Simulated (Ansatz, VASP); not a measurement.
LaHfF5 in VASP and in Ansatz

```xyz
7
Lattice="4.2021 0.0000 0.0000 0.0000 4.2021 0.0000 0.0000 0.0000 5.1612" Properties=species:S:1:pos:R:3 pbc="T T T"
La    0.0000    0.0000    2.5806
Hf    2.1010    2.1010    0.0000
F     0.0000    2.1010    1.2050
F     0.0000    2.1010    3.9562
F     2.1010    0.0000    1.2050
F     2.1010    0.0000    3.9562
F     0.0000    0.0000    0.0000
```

Change from the starting cell: species swapped into the SiSnPt5 type (P4/mmm, No. 123).

Alike in both runs: functional PBE; k mesh 10 × 10 × 8; occupations gaussian, width 0.1 eV; no spin polarisation.

Ansatz relaxed the structure, and its values are those at the end. VASP's run is a single point on that final structure, the one shown.

```csv
,VASP,Ansatz
version,VASP 6.6.1,Ansatz 0.2.0
potentials or method,"VASP PAW PBE potentials, release 64 (La, Hf_pv, F), cutoff 520 eV","scalar-relativistic, plane waves, PAW"
valence electrons in the cell,56,72
```

Ansatz gave:

- gap on the k mesh at the Fermi level (eV): none
- pressure (GPa): 0.0
- rms of the force components (eV/Å): 0.000

Which values does VASP return?

gap on the k mesh at the Fermi level (eV): none; pressure (GPa): -1.0; rms of the force components (eV/Å): 0.008.

A gap of «none» marks a metal or a gap that the smearing closes. VASP's potentials hold 56 valence electrons a cell and Ansatz's 72, so a difference there can come from the potentials and not from the codes.

Neither program's run includes spin-orbit coupling.
